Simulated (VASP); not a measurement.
# Si8O in VASP: single point with PBE+D3(BJ)

Aim: the single point of Si8O with PBE+D3(BJ).

Program: VASP 6.6.1. These are calculated values, not measurements. Logs are shortened: lines on timing, memory, paths and dates and some standing lists are left out, and cuts for length are marked.

### 1 The cell of the first run

The cell holds a slab with vacuum, 9 atoms: a = 3.816 Å, b = 6.313 Å, c = 21.332 Å, α = 90.00°, β = 90.00°, γ = 90.00°.

### 2 Single point, PBE+D3(BJ), collinear spin, ferromagnetic start

The input, INCAR:

```
SYSTEM = Si8O
PREC = Accurate ; ENCUT = 520
EDIFF = 1E-6 ; ISMEAR = 0
SIGMA = 0.05 ; LREAL = .FALSE.
LASPH = .TRUE. ; NELM = 150
ALGO = Normal ; ISIF = 2
LWAVE = .FALSE. ; LCHARG = .FALSE.
ISPIN = 2 ; MAGMOM = 0 0 0 0 0 0 0 0 2
LORBIT = 11 ; LDIPOL = .TRUE.
IDIPOL = 3 ; DIPOL = 0.5 0.5 0.311
GGA = PE ; IVDW = 12
NBANDS = 33
```

The input, KPOINTS:

```
regular mesh
0
G
  7 4 1
  0 0 0
```

The input, POSCAR:

```
Si8O
1.0
    3.8155170209      0.0000000000      0.0000000000
    0.0000000000      6.3129357835      0.0000000000
    0.0000000000      0.0000000000     21.3318711348
Si O
8 1
Direct
    0.0000000000      0.9369021389      0.1875128522
    0.0000000000      0.5630978611      0.1875128522
    0.5000000000      0.4369021389      0.2391466205
    0.5000000000      0.0630978611      0.2391466205
    0.5000000000      0.9332664455      0.3430438269
    0.5000000000      0.5667335545      0.3430438269
    0.0000000000      0.4266292811      0.3858954089
    0.0000000000      0.0733707189      0.3858954089
    0.5000000000      1.0932959478      0.4890274777
```

Potentials or basis: VASP PAW PBE potentials, release 64 (Si, O).

The run is started by

```console
$ cat potpaw_PBE.64/Si/POTCAR potpaw_PBE.64/O/POTCAR > POTCAR
$ mpirun -np 1 vasp_std > vasp.out
```

OUTCAR:

```text
SYSTEM = Si8O
   PREC = Accurate
   ENCUT = 520
   EDIFF = 1E-6
   ISMEAR = 0
   LREAL = .FALSE.
   LASPH = .TRUE.
   NELM = 150
   ISIF = 2
   ISPIN = 2
   LORBIT = 11
   GGA = PE
   IVDW = 12
 IVDW          = 12

 ion  position               nearest neighbor table
   1  0.000  0.937  0.188-   4 2.34   4 2.34   2 2.36
   2  0.000  0.563  0.188-   3 2.34   3 2.34   1 2.36
   3  0.500  0.437  0.239-   2 2.34   2 2.34   4 2.36   6 2.36
   4  0.500  0.063  0.239-   1 2.34   1 2.34   3 2.36   5 2.36
   5  0.500  0.933  0.343-   8 2.29   8 2.29   6 2.31   4 2.36
   6  0.500  0.567  0.343-   7 2.29   7 2.29   5 2.31   3 2.36
   7  0.000  0.427  0.386-   8 2.23   6 2.29   6 2.29
   8  0.000  0.073  0.386-   7 2.23   5 2.29   5 2.29
   9  0.500  0.093  0.489-

  LATTYP: Found a simple orthorhombic cell.
 ALAT       =     3.8155170209
 B/A-ratio  =     1.6545426869
 C/A-ratio  =     5.5908205934

  Lattice vectors:

 A1 = (   3.8155170209,   0.0000000000,   0.0000000000)
 A2 = (   0.0000000000,   6.3129357835,   0.0000000000)
 A3 = (   0.0000000000,   0.0000000000,  21.3318711348)

Analysis of symmetry for initial positions (statically):
=====================================================================
 Subroutine PRICEL returns:
 Original cell was already a primitive cell.

 Routine SETGRP: Setting up the symmetry group for a
 simple orthorhombic supercell.

 Subroutine GETGRP returns: Found  2 space group operations
 (whereof  2 operations were pure point group operations)
 out of a pool of  8 trial point group operations.

The static configuration has the point symmetry C_1h.

Analysis of symmetry for dynamics (positions and initial velocities):
=====================================================================
 Subroutine PRICEL returns:
 Original cell was already a primitive cell.

 Routine SETGRP: Setting up the symmetry group for a
 simple orthorhombic supercell.

 Subroutine GETGRP returns: Found  2 space group operations
 (whereof  2 operations were pure point group operations)
 out of a pool of  8 trial point group operations.

The dynamic configuration has the point symmetry C_1h.

Analysis of structural, dynamic, and magnetic symmetry:
=====================================================================
 Subroutine PRICEL returns:
 Original cell was already a primitive cell.

 Routine SETGRP: Setting up the symmetry group for a
 simple orthorhombic supercell.

 Subroutine GETGRP returns: Found  2 space group operations
 (whereof  2 operations were pure point group operations)
 out of a pool of  8 trial point group operations.

The overall configuration has the point symmetry C_1h.

 Subroutine INISYM returns: Found  2 space group operations
 (whereof  2 operations are pure point group operations),
 and found     1 'primitive' translations

----------------------------------------------------------------------------------------

                                     Primitive cell

  volume of cell :     513.8232

  direct lattice vectors                    reciprocal lattice vectors
     3.815517021  0.000000000  0.000000000     0.262087679  0.000000000  0.000000000
     0.000000000  6.312935784  0.000000000     0.000000000  0.158404906  0.000000000
     0.000000000  0.000000000 21.331871135     0.000000000  0.000000000  0.046878213

  length of vectors
     3.815517021  6.312935784 21.331871135     0.262087679  0.158404906  0.046878213

  position of ions in fractional coordinates (direct lattice)
     0.000000000  0.936902139  0.187512852
     0.000000000  0.563097861  0.187512852
     0.500000000  0.436902139  0.239146621
     0.500000000  0.063097861  0.239146621
     0.500000000  0.933266446  0.343043827
     0.500000000  0.566733554  0.343043827
     0.000000000  0.426629281  0.385895409
     0.000000000  0.073370719  0.385895409
     0.500000000  0.093295948  0.489027478

  ion indices of the primitive-cell ions
   primitive index   ion index
                 1           1
[... 58 lines left out ...]
   PREC   = accura    normal or accurate (medium, high low for compatibility)
   ISTART =      0    job   : 0-new  1-cont  2-samecut
   ICHARG =      2    charge: 1-file 2-atom 10-const
   ISPIN  =      2    spin polarized calculation?
   LNONCOLLINEAR =      F non collinear calculations
   LSORBIT =      F    spin-orbit coupling
   LASPH  =      T    aspherical Exc in radial PAW
   ENCUT  =  520.0 eV  38.22 Ry    6.18 a.u.   7.09 11.74 39.66*2*pi/ulx,y,z
   NELM   =    150;   NELMIN=  2; NELMDL= -5     # of ELM steps
   EDIFF  = 0.1E-05   stopping-criterion for ELM
   LREAL  =      F    real-space projection
   EDIFFG = 0.1E-04   stopping-criterion for IOM
   NSW    =      0    number of steps for IOM
   IBRION =     -1    ionic relax: 0-MD 1-quasi-New 2-CG
   NFREE  =      0    steps in history (QN), initial steepest desc. (CG)
   ISIF   =      2    stress and relaxation
   ISYM   =      2    0-nonsym 1-usesym 2-fastsym
   POTIM  = 0.5000    time-step for ionic-motion
   TEBEG  =    0.0;   TEEND  =   0.0 temperature during run
   PSTRESS=    0.0 pullay stress
   NELECT =      38.0000    total number of electrons
   NUPDOWN=      -1.0000    fix difference up-down
   EMIN   =  10.00;   EMAX   =-10.00  energy-range for DOS
   EFERMI =   0.00;   METHOD = LEGACY
   ISMEAR =     0;   SIGMA  =   0.05  broadening in eV -4-tet -1-fermi 0-gaus
   EFERMI_NEDOS =   21; number of points for ismear=-14 and -15
   IALGO  =     38    algorithm
   IMIX   =      4    mixing-type and parameters
     AMIX     =   0.40;   BMIX     =  1.00
     AMIX_MAG =   1.60;   BMIX_MAG =  1.00
  volume/ion in A,a.u.               =      57.09       385.27
  Fermi-wavevector in a.u.,A,eV,Ry     =   0.687171  1.298565  6.424724  0.472204
  Thomas-Fermi vector in A             =   1.767609
   LORBIT       =     11    0 simple, 1 ext, 2 COOP (PROOUT), +10 PAW based schemes
   GGA     = PE    functional components
   LHFCALC =     F    Hartree Fock is set to
   AEXX    =    0.0000 exact exchange contribution
   IVDW    =    12    specifies the selected vdW correction
   LEPSILON=     F    determine dielectric tensor
   LRPA    =     F    only Hartree local field effects (RPA)
 spin polarized calculation
 Gauss-broadening in eV      SIGMA  =   0.05
  energy-cutoff  :      520.00
  volume of cell :      513.82
 maximum number of plane-waves:     13860
   NGX = 15   NGY = 23   NGZ = 79

 dipolmoment           0.000000      0.000000     -0.053697 electrons x Angstroem

 number of electron      38.0000001 magnetization       1.5244282

 dipolmoment           0.000000      0.000000      0.289205 electrons x Angstroem

 Free energy of the ion-electron system (eV)
  ---------------------------------------------------
  ext. energy  EPLUGINS =         0.00000000
  ---------------------------------------------------
  free energy    TOTEN  =       -42.33298063 eV

  energy without entropy =      -42.33050197  energy(sigma->0) =      -42.33174130

 E-fermi :  -2.0387     XC(G=0):  -3.8624

 val. band max:       -2.1049590113   @ k =   0.0000   0.2500   0.0000
 cond. band min:      -2.0315406019   @ k =   0.0000   0.0000   0.0000
 fundamental gap:      0.0734184094
 Fermi energy:        -2.0387243290

 spin component 1

 k-point     1 :       0.0000    0.0000    0.0000
  band No.  band energies     occupation
      1     -19.0914      1.00000
      2     -13.7256      1.00000
      3     -12.3924      1.00000
      4     -11.3592      1.00000
      5      -9.9524      1.00000
      6      -9.3097      1.00000
[... 397 lines left out ...]
     30       2.8815      0.00000
     31       3.1668      0.00000
 Fermi energy:        -2.0387243290

 spin component 2

 k-point     1 :       0.0000    0.0000    0.0000
  band No.  band energies     occupation
      1     -16.7768      1.00000
      2     -13.6955      1.00000
      3     -12.3754      1.00000
      4     -11.3370      1.00000
      5      -9.9348      1.00000
      6      -9.2664      1.00000
[... 397 lines left out ...]
     30       2.9249      0.00000
     31       3.2018      0.00000
 [bands above 31 left out]

------------------------ aborting loop because EDIFF is reached ----------------------------------------

 vacuum level on the upper side and lower side of the slab       (xc-potential included)         1.075        -1.045

 Edisp (eV)   -2.18364

 E8    (eV) :    -0.9381

  FORCE on cell =-STRESS in cart. coord.  units (eV):
  Direction    XX          YY          ZZ          XY          YZ          ZX
  --------------------------------------------------------------------------------------
  -------------------------------------------------------------------------------------
  Total      -0.08170    -0.09261    -3.95252     0.00000     0.03945     0.00000
  in kB      -0.25474    -0.28876   -12.32455     0.00000     0.12302     0.00000
  external pressure =       -4.29 kB  Pullay stress =        0.00 kB

 VOLUME and BASIS-vectors are now :
 -----------------------------------------------------------------------------
  energy-cutoff  :      520.00
  volume of cell :      513.82
      direct lattice vectors                 reciprocal lattice vectors
     3.815517021  0.000000000  0.000000000     0.262087679  0.000000000  0.000000000
     0.000000000  6.312935784  0.000000000     0.000000000  0.158404906  0.000000000
     0.000000000  0.000000000 21.331871135     0.000000000  0.000000000  0.046878213

 POSITION                                       TOTAL-FORCE (eV/Angst)
 -----------------------------------------------------------------------------------
      0.00000      5.91460      4.00000         0.000000     -0.673588      0.584166
      0.00000      3.55480      4.00000         0.000000      0.663568      0.546403
      1.90776      2.75814      5.10144         0.000000     -0.084673     -0.656102
      1.90776      0.39833      5.10144         0.000000      0.021792     -0.570313
      1.90776      5.89165      7.31777         0.000000     -0.112050     -0.045239
      1.90776      3.57775      7.31777         0.000000      0.072107      0.062299
      0.00000      2.69328      8.23187         0.000000      0.351810      0.050759
      0.00000      0.46318      8.23187         0.000000     -0.131443      1.370435
      1.90776      0.58897     10.43187         0.000000     -0.107524     -1.342408
 -----------------------------------------------------------------------------------
    total drift:                                0.000000     -0.000098      0.000139

  FREE ENERGIE OF THE ION-ELECTRON SYSTEM (eV)
  ---------------------------------------------------
  free  energy   TOTEN  =       -44.5166162308 eV

  energy  without entropy=      -44.5141375767  energy(sigma->0) =      -44.51537690

 vacuum level on the upper side and lower side of the slab         4.934         2.762

 total charge

# of ion       s       p       d       tot
------------------------------------------
    1        0.793   0.850   0.000   1.642
    2        0.792   0.849   0.000   1.641
    3        0.764   0.903   0.000   1.667
    4        0.760   0.911   0.000   1.671
    5        0.763   0.944   0.000   1.707
    6        0.760   0.946   0.000   1.705
    7        0.794   0.893   0.000   1.687
    8        0.782   0.854   0.000   1.637
    9        1.612   3.022   0.000   4.634
--------------------------------------------------
tot          7.821  10.171   0.000  17.992

 magnetization (x)

# of ion       s       p       d       tot
------------------------------------------
    1        0.000   0.020   0.000   0.020
    2       -0.009  -0.035   0.000  -0.044
    3        0.003   0.006   0.000   0.009
    4       -0.002  -0.003   0.000  -0.005
    5       -0.000   0.007   0.000   0.007
    6       -0.002  -0.002   0.000  -0.004
    7        0.014   0.083   0.000   0.096
    8       -0.001  -0.023   0.000  -0.024
    9        0.012   1.067   0.000   1.078
--------------------------------------------------
tot          0.014   1.119   0.000   1.134
```

Run time: 12 min. Hardware: 1 thread of Intel Xeon Platinum 8559C (Emerald Rapids), shared host; peak memory 0.83 GiB.

Results:

* Free energy: -44.5166 eV
* Largest force: 1.377 eV/Å
* Net moment: 1.52 μB per cell
* Site moments: Si +0.02, -0.04, +0.01, -0.01, -0.00, +0.10, -0.02 (each value once); O +1.08 μB
* Valence electrons inside the program's atomic spheres: Si 1.64, 1.67, 1.71, 1.69 (each value once); O 4.63
* Dispersion energy per atom: -0.243 eV

Forces on the atoms (eV/Å):
```
Si   0.000 -0.674  0.584
Si   0.000  0.664  0.546
Si   0.000 -0.085 -0.656
Si   0.000  0.022 -0.570
Si   0.000 -0.112 -0.045
Si   0.000  0.072  0.062
Si   0.000  0.352  0.051
Si   0.000 -0.131  1.370
O    0.000 -0.108 -1.342
```
